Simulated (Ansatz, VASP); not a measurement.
One calculation of Hf, two programs

The input INCAR:

```
SYSTEM = Hf
PREC = Accurate ; ENCUT = 520
EDIFF = 1E-6 ; ISMEAR = 0
SIGMA = 0.15 ; LREAL = .FALSE.
LASPH = .TRUE. ; NELM = 100
ALGO = Normal ; ISIF = 2
LWAVE = .FALSE. ; LCHARG = .FALSE.
GGA = PS ; NBANDS = 11
```

The input KPOINTS:

```
regular mesh
0
G
  18 18 18
  0 0 0
```

The input POSCAR:

```
Hf
1.0
   -1.7508500000      1.7508500000      1.8320750000
    1.7508500000     -1.7508500000      1.8320750000
    1.7508500000      1.7508500000     -1.8320750000
Hf
1
Direct
    0.0000000000      0.0000000000      0.0000000000
```

Input for Ansatz:

```yaml
crystal:
  lattice:
    - [-1.75085, 1.75085, 1.832075]
    - [1.75085, -1.75085, 1.832075]
    - [1.75085, 1.75085, -1.832075]
  atoms:
    - { symbol: Hf, position: [0.0, 0.0, 0.0] }
basis:
  ecutwfc: 420
kpoints:
  mp_grid: { grid: [18, 18, 18] }
hamiltonian:
  xc: pbesol
scf:
  occupations: { method: gaussian, width: 0.15 }
output:
  forces: true
  stress: true
  eigenvalues: true
  write_density: true
  write_potential: true
  elf: true
  volumetric_format: npy
```

Change from the starting cell: strain -0.030 along x and y, +0.015 along z, atoms carried along.

Alike in both runs: task single point; functional PBEsol; k mesh 18 × 18 × 18; occupations gaussian, width 0.15 eV; no spin polarisation.

```csv
,VASP,Ansatz
version,VASP 6.6.1,Ansatz 0.2.0
potentials or method,"VASP PAW PBE potentials, release 64 (Hf_pv), cutoff 520 eV","scalar-relativistic, plane waves, PAW"
valence electrons in the cell,10,26
```

Ansatz gave:

* gap on the k mesh at the Fermi level (eV): none
* pressure (GPa): -5.2
* traceless stress, the component that is largest in VASP (GPa): 1.11

Task: What did VASP give for the same quantities?

Result: gap on the k mesh at the Fermi level (eV): none; pressure (GPa): -5.5; traceless stress, the component that is largest in VASP (GPa): 1.16.

VASP's potentials were made for PBE, not for PBEsol. A gap of «none» marks a metal or a gap that the smearing closes. VASP's potentials hold 10 valence electrons a cell and Ansatz's 26, so a difference there can come from the potentials and not from the codes.

Neither program's run includes spin-orbit coupling.
